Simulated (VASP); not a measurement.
Set up this calculation in VASP 6.6.1, as the native input.

```
Task                   : single point
Functional             : PBE
Potentials or basis    : VASP PAW PBE potentials, release 64 (Sr_sv, Cu, S, O)
Cutoff                 : 520 eV
k mesh                 : 7 × 7 × 4
Occupations            : fermi-dirac, width 0.05 eV
Spin                   : no spin polarisation
Dipole correction      : no
Further INCAR settings : ALGO = Normal; EDIFF = 1e-06; NBANDS = 34
```

The structure of Sr2CuSO2 lies in POSCAR:

```
Sr2CuSO2
1.0
    3.9788789603      0.0000000000      0.0000000000
    0.0000000000      3.9788789603      0.0000000000
    0.0000000000      0.0000000000      7.0162413227
Sr Cu S O
2 1 1 2
Direct
    0.0000000000      0.0000000000      0.7508430000
    0.0000000000      0.0000000000      0.2491570000
    0.5000000000      0.5000000000      0.0000000000
    0.5000000000      0.5000000000      0.5000000000
    0.5000000000      0.0000000000      0.0000000000
    0.0000000000      0.5000000000      0.0000000000
```

These files were run (other wordings do the same):

INCAR

```
SYSTEM = Sr2CuSO2
  PREC = Accurate
  ENCUT = 520
  EDIFF = 1E-6
  ISMEAR = -1
  SIGMA = 0.05
  LREAL = .FALSE.
  LASPH = .TRUE.
  NELM = 60
  ALGO = Normal
  ISIF = 2
  LWAVE = .FALSE.
  LCHARG = .FALSE.
  GGA = PE
  NBANDS = 34
```

KPOINTS

```
regular mesh
0
G
  7 7 4
  0 0 0
```

Potentials or basis: VASP PAW PBE potentials, release 64 (Sr_sv, Cu, S, O).

Run with:

```sh
$ cat potpaw_PBE.64/Sr_sv/POTCAR potpaw_PBE.64/Cu/POTCAR potpaw_PBE.64/S/POTCAR potpaw_PBE.64/O/POTCAR > POTCAR
$ mpirun -np 1 vasp_std > vasp.out
```

Results of the run:

| Property | Result |
| --- | --- |
| Pressure | -4.1 GPa |
| Largest force | 0.364 eV/Å |

Caveat: an odd number of electrons without spin polarisation forces a metal; a magnetic or distorted state may lie lower.

Wall time 2.3 min on 1 thread of Intel Xeon 6975P-C (shared host), peak memory 0.29 GiB.
